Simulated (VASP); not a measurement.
# Lu (P6_3/mmc) in VASP: further runs

Runs on Lu. Level: PBEsol. Tasks: single point, relaxation of cell and atoms.

Everything below comes from runs of VASP 6.6.1. Logs are shortened: lines on timing, memory, paths and dates and some standing lists are left out, and cuts for length are marked.

**1. The cell of the first run**

It takes space group P6_3/mmc (No. 194, hexagonal). The conventional cell has a = 3.503 Å, b = 3.503 Å, c = 5.551 Å, α = 90.00°, β = 90.00°, γ = 120.00°. Lu (site symmetry -6m2) has 12 Lu at 3.43 to 3.50 Å within 4.5 Å.

**2. Single point, PBEsol, non-collinear spin, zero start, spin-orbit coupling**

INCAR reads:

```
ALGO = Normal ; EDIFF = 1E-6
ENCUT = 520 ; GGA = PS
GGA_COMPAT = F ; ISIF = 2
ISMEAR = -1 ; LASPH = T
LCHARG = F ; LORBIT = 11
LORBMOM = T ; LREAL = F
LSORBIT = T ; LWAVE = F
MAGMOM = 0 0 0 0 0 0 ; NBANDS = 62
NELM = 150 ; PREC = Accurate
SIGMA = 0.05
```

KPOINTS reads:

```
k-points
0
Gamma
  9 9 5
```

POSCAR reads:

```
Lu
1.0
    3.5031000000      0.0000000000      0.0000000000
   -1.7515500000      3.0337735920      0.0000000000
    0.0000000000      0.0000000000      5.5509000000
Lu
2
Direct
    0.6666666667      0.3333333333      0.7500000000
    0.3333333333      0.6666666667      0.2500000000
```

Potentials or basis: VASP PAW PBE potentials, release 64 (Lu).

The run is started by

```console
$ cat potpaw_PBE.64/Lu/POTCAR > POTCAR
$ mpirun -np 1 vasp_ncl > vasp.out
```

OUTCAR:

```text
EDIFF = 1E-6
   ENCUT = 520
   GGA = PS
   ISIF = 2
   ISMEAR = -1
   LASPH = T
   LORBIT = 11
   LREAL = F
   LSORBIT = T
   NELM = 150
   PREC = Accurate

 ion  position               nearest neighbor table
   1  0.667  0.333  0.750-   2 3.43   2 3.43   2 3.43   2 3.43   2 3.43   2 3.43
   2  0.333  0.667  0.250-   1 3.43   1 3.43   1 3.43   1 3.43   1 3.43   1 3.43

  LATTYP: Found a hexagonal cell.
 ALAT       =     3.5031000000
 C/A-ratio  =     1.5845679541

  Lattice vectors:

 A1 = (   3.5031000000,   0.0000000000,   0.0000000000)
 A2 = (  -1.7515500000,   3.0337735920,   0.0000000000)
 A3 = (   0.0000000000,   0.0000000000,   5.5509000000)

Analysis of symmetry for initial positions (statically):
=====================================================================
 Subroutine PRICEL returns:
 Original cell was already a primitive cell.

 Routine SETGRP: Setting up the symmetry group for a
 hexagonal supercell.

 Subroutine GETGRP returns: Found 24 space group operations
 (whereof 12 operations were pure point group operations)
 out of a pool of 24 trial point group operations.

The static configuration has the point symmetry D_3d.
 The point group associated with its full space group is D_6h.

Analysis of symmetry for dynamics (positions and initial velocities):
=====================================================================
 Subroutine PRICEL returns:
 Original cell was already a primitive cell.

 Routine SETGRP: Setting up the symmetry group for a
 hexagonal supercell.

 Subroutine GETGRP returns: Found 24 space group operations
 (whereof 12 operations were pure point group operations)
 out of a pool of 24 trial point group operations.

The dynamic configuration has the point symmetry D_3d.
 The point group associated with its full space group is D_6h.

Analysis of structural, dynamic, and magnetic symmetry:
=====================================================================
 Subroutine PRICEL returns:
 Original cell was already a primitive cell.

 Routine SETGRP: Setting up the symmetry group for a
 hexagonal supercell.

 Subroutine GETGRP returns: Found 24 space group operations
 (whereof 12 operations were pure point group operations)
 out of a pool of 24 trial point group operations.

The overall configuration has the point symmetry D_3d.
 The point group associated with its full space group is D_6h.

 Subroutine INISYM returns: Found 24 space group operations
 (whereof 12 operations are pure point group operations),
 and found     1 'primitive' translations

----------------------------------------------------------------------------------------

                                     Primitive cell

  volume of cell :      58.9928

  direct lattice vectors                    reciprocal lattice vectors
     3.503100000  0.000000000  0.000000000     0.285461448  0.164811244  0.000000000
    -1.751550000  3.033773592  0.000000000     0.000000000  0.329622488  0.000000000
     0.000000000  0.000000000  5.550900000     0.000000000  0.000000000  0.180150967

  length of vectors
     3.503100000  3.503100000  5.550900000     0.329622488  0.329622488  0.180150967

  position of ions in fractional coordinates (direct lattice)
     0.666666667  0.333333333  0.750000000
     0.333333333  0.666666667  0.250000000

  ion indices of the primitive-cell ions
   primitive index   ion index
                 1           1
                 2           2

----------------------------------------------------------------------------------------

 KPOINTS: k-points

Automatic generation of k-mesh.
 Grid dimensions read from file:
 generate k-points for:    9    9    5

 Generating k-lattice:

  Cartesian coordinates                     Fractional coordinates (reciprocal lattice)
[... 109 lines left out ...]
  free energy    TOTEN  =       -11.32999386 eV

  energy without entropy =      -11.29993206  energy(sigma->0) =      -11.31496296

 E-fermi :   2.0271     XC(G=0): -10.7169

 val. band max:        2.0123092176   @ k =   0.4444   0.1111   0.4000
 cond. band min:       2.0303449314   @ k =   0.3333   0.1111   0.2000
 fundamental gap:      0.0180357139
 Fermi energy:         2.0271067601

 k-point     1 :       0.0000    0.0000    0.0000
  band No.  band energies     occupation
      1     -54.2305      1.00000
      2     -54.2305      1.00000
      3     -54.1988      1.00000
      4     -54.1988      1.00000
      5     -29.1119      1.00000
      6     -29.1119      1.00000
[... 1549 lines left out ...]
     61       7.3693      0.00000
     62       7.4156      0.00000

 [... further k-points ...]

------------------------ aborting loop because EDIFF is reached ----------------------------------------

  FORCE on cell =-STRESS in cart. coord.  units (eV):
  Direction    XX          YY          ZZ          XY          YZ          ZX
  --------------------------------------------------------------------------------------
  -------------------------------------------------------------------------------------
  Total       -1.0425682     -1.0425682     -1.4373452      0.0000000     -0.0000000      0.0000000
  in kB      -28.3149612    -28.3149612    -39.0366512      0.0000000     -0.0000000      0.0000000
  external PRESSURE =     -31.8888579 kB  Pullay stress =       0.0000000 kB

 VOLUME and BASIS-vectors are now :
 -----------------------------------------------------------------------------
  energy-cutoff  :      520.00
  volume of cell :       58.99
      direct lattice vectors                 reciprocal lattice vectors
     3.503100000  0.000000000  0.000000000     0.285461448  0.164811244  0.000000000
    -1.751550000  3.033773592  0.000000000     0.000000000  0.329622488  0.000000000
     0.000000000  0.000000000  5.550900000     0.000000000  0.000000000  0.180150967

 POSITION                                       TOTAL-FORCE (eV/Angst)
 -----------------------------------------------------------------------------------
      1.75155      1.01126      4.16318         0.000000      0.000000      0.000000
     -0.00000      2.02252      1.38773        -0.000000     -0.000000     -0.000000
 -----------------------------------------------------------------------------------
    total drift:                               -0.000000     -0.000000      0.000000

  FREE ENERGIE OF THE ION-ELECTRON SYSTEM (eV)
  ---------------------------------------------------
  free  energy   TOTEN  =       -11.3299938609 eV

  energy  without entropy=      -11.2999320563  energy(sigma->0) =      -11.31496296

 orbital moment (x)

 # of ion     p       d       f       tot
 ------------------------------------------------
  1        -0.000   0.000   0.000   0.000
  2        -0.000  -0.000  -0.000  -0.000
 ------------------------------------------------
           -0.000  -0.000   0.000  -0.000

 orbital moment (y)

 # of ion     p       d       f       tot
 ------------------------------------------------
  1        -0.000   0.000   0.000   0.000
  2        -0.000   0.000   0.000   0.000
 ------------------------------------------------
           -0.000   0.000   0.000   0.000

 orbital moment (z)

 # of ion     p       d       f       tot
 ------------------------------------------------
  1         0.000  -0.000   0.000  -0.000
  2         0.000  -0.000   0.000   0.000
 ------------------------------------------------
            0.000  -0.000   0.000  -0.000

 Spin-Orbit-Coupling matrix elements

 Ion:    1  E_soc:     -1.4413123
 l=   1
     0.0000000    -0.2319303    -0.2324385
    -0.2319303     0.0000000    -0.2319303
    -0.2324385    -0.2319303     0.0000000
 l=   2
     0.0000000    -0.0003781     0.0000000    -0.0003781    -0.0014883
    -0.0003781     0.0000000    -0.0015119    -0.0004635    -0.0003781
     0.0000000    -0.0015119     0.0000000    -0.0015119     0.0000000
    -0.0003781    -0.0004635    -0.0015119     0.0000000    -0.0003781
    -0.0014883    -0.0003781     0.0000000    -0.0003781     0.0000000
 l=   3
     0.0000000    -0.0006278     0.0000000     0.0000000     0.0000000    -0.0006278    -0.0038203
    -0.0006278     0.0000000    -0.0010632     0.0000000    -0.0010632    -0.0016762    -0.0006346
     0.0000000    -0.0010632     0.0000000    -0.0025847    -0.0004258    -0.0010632     0.0000000
     0.0000000     0.0000000    -0.0025847     0.0000000    -0.0025847     0.0000000     0.0000000
     0.0000000    -0.0010632    -0.0004258    -0.0025847     0.0000000    -0.0010632     0.0000000
    -0.0006278    -0.0016762    -0.0010632     0.0000000    -0.0010632     0.0000000    -0.0006346
    -0.0038203    -0.0006346     0.0000000     0.0000000     0.0000000    -0.0006346     0.0000000

 Ion:    2  E_soc:     -1.4413123
 l=   1
     0.0000000    -0.2319303    -0.2324385
    -0.2319303     0.0000000    -0.2319303
    -0.2324385    -0.2319303     0.0000000
 l=   2
     0.0000000    -0.0003781     0.0000000    -0.0003781    -0.0014883
    -0.0003781     0.0000000    -0.0015119    -0.0004635    -0.0003781
     0.0000000    -0.0015119     0.0000000    -0.0015119     0.0000000
    -0.0003781    -0.0004635    -0.0015119     0.0000000    -0.0003781
    -0.0014883    -0.0003781     0.0000000    -0.0003781     0.0000000
 l=   3
     0.0000000    -0.0006278     0.0000000     0.0000000     0.0000000    -0.0006278    -0.0038203
    -0.0006278     0.0000000    -0.0010632     0.0000000    -0.0010632    -0.0016762    -0.0006346
     0.0000000    -0.0010632     0.0000000    -0.0025847    -0.0004258    -0.0010632     0.0000000
     0.0000000     0.0000000    -0.0025847     0.0000000    -0.0025847     0.0000000     0.0000000
     0.0000000    -0.0010632    -0.0004258    -0.0025847     0.0000000    -0.0010632     0.0000000
    -0.0006278    -0.0016762    -0.0010632     0.0000000    -0.0010632     0.0000000    -0.0006346
    -0.0038203    -0.0006346     0.0000000     0.0000000     0.0000000    -0.0006346     0.0000000

 total charge

# of ion       s       p       d       f       tot
--------------------------------------------------
    1        2.358   6.053   0.779  13.953  23.143
    2        2.358   6.053   0.779  13.953  23.143
--------------------------------------------------
tot          4.716  12.106   1.559  27.905  46.287

 magnetization (x)

# of ion       s       p       d       f       tot
--------------------------------------------------
    1       -0.000   0.000   0.000  -0.000  -0.000
    2       -0.000   0.000   0.000   0.000  -0.000
--------------------------------------------------
tot         -0.000   0.000   0.000   0.000  -0.000

 magnetization (y)

# of ion       s       p       d       f       tot
--------------------------------------------------
    1        0.000   0.000   0.000   0.000   0.000
    2       -0.000   0.000   0.000   0.000  -0.000
--------------------------------------------------
tot         -0.000   0.000   0.000   0.000   0.000

 magnetization (z)

# of ion       s       p       d       f       tot
--------------------------------------------------
    1        0.000   0.000   0.000   0.000   0.000
    2        0.000   0.000   0.000   0.000   0.000
--------------------------------------------------
tot          0.000   0.000   0.000   0.000   0.000
```

It took 3.2 min on 1 thread of Intel Xeon 6975P-C (Granite Rapids), shared host; peak memory 0.41 GiB.

What came out:

* Free energy: -11.3300 eV
* Pressure: -3.2 GPa
* Net moment: 0.00 μB per cell
* Valence electrons inside the program's atomic spheres: Lu 23.14

Moments on the atoms (μB; x, y, z):
```
Lu  0.00 0.00 0.00
Lu  0.00 0.00 0.00
```

Caveat: the cell stands under tension; the PAW data sets were made with another functional, which shifts forces and pressure a little.

**3. Relaxation of cell and atoms, PBEsol, target pressure 10 GPa, at which the enthalpy is minimised**

INCAR reads:

```
ALGO = Normal
EDIFF = 1E-6
EDIFFG = -0.02
ENCUT = 600
GGA = PS
IBRION = 2
ISIF = 3
ISMEAR = -1
LASPH = True
LCHARG = False
LREAL = False
LWAVE = False
NELM = 100
NSW = 80
PREC = Accurate
PSTRESS = 100.0
SIGMA = 0.05
```

KPOINTS is that of step 2.

POSCAR is that of step 2.

Potentials or basis: VASP PAW PBE potentials, release 64 (Lu).

The run is started by

```console
$ cat potpaw_PBE.64/Lu/POTCAR > POTCAR
$ mpirun -np 1 vasp_std > vasp.out
```

Wall time 12 min (1 thread of Intel Xeon 8259CL, shared host); peak memory 0.25 GiB.

The run converged. Its results:

```
Free energy                                                : -9.6860 eV
Relaxed volume                                             : 23.59 Å³/atom
Relaxed cell                                               : a = 3.261 Å, b = 3.261 Å, c = 5.122 Å, α = 90.00°, β = 90.00°, γ = 120.00°
Space group after relaxing (to 0.1 Å)                      : P6_3/mmc (No. 194)
Energy change on relaxing (the run minimises the enthalpy) : +95.9 meV/atom
Ionic steps                                                : 5
Pressure after relaxing                                    : 10.0 GPa
Band gap on the k mesh                                     : zero (bands 25 and 26 overlap by 2.05 eV)
```

Stress tensor (GPa, compression positive):
```
10.06  0.00  0.00
 0.00 10.06  0.00
 0.00  0.00  9.90
```

Step by step:
| step | energy change (eV) | largest force (eV/Å) | pressure (GPa) | volume (Å³) |
| --- | --- | --- | --- | --- |
| 1 | 0.0000 | 0.0000 | -2.86 | 58.99 |
| 2 | 0.8144 | 0.0000 | 23.41 | 41.00 |
| 3 | 0.1859 | 0.0000 | 9.82 | 47.28 |
| 4 | 0.1994 | 0.0000 | 10.13 | 47.07 |
| 5 | 0.1918 | 0.0000 | 10.01 | 47.18 |

Final structure:
```
Lu
1.0
     3.26140    0.00000    0.00000
    -1.63070    2.82445    0.00000
     0.00000    0.00000    5.12231
Lu
2
Direct
  0.66667 0.33333 0.75000
  0.33333 0.66667 0.25000
```

Levels at points of the mesh, in eV from the Fermi level:
| k point | band 23 | band 24 | band 25 | band 26 | band 27 | band 28 |
| --- | --- | --- | --- | --- | --- | --- |
| (0.00, 0.00, 0.00) | -4.46 | -2.81 | 1.48 | 2.35 | 2.35 | 2.82 |

Caveat: the cell is relaxed towards a set pressure, so the run minimises the enthalpy, not the energy; the volume moved by over 15 % at a fixed basis, so the end points are rough; the PAW data sets were made with another functional, which shifts forces and pressure a little; spin-orbit coupling is left out, which moves the levels of the heavy elements.
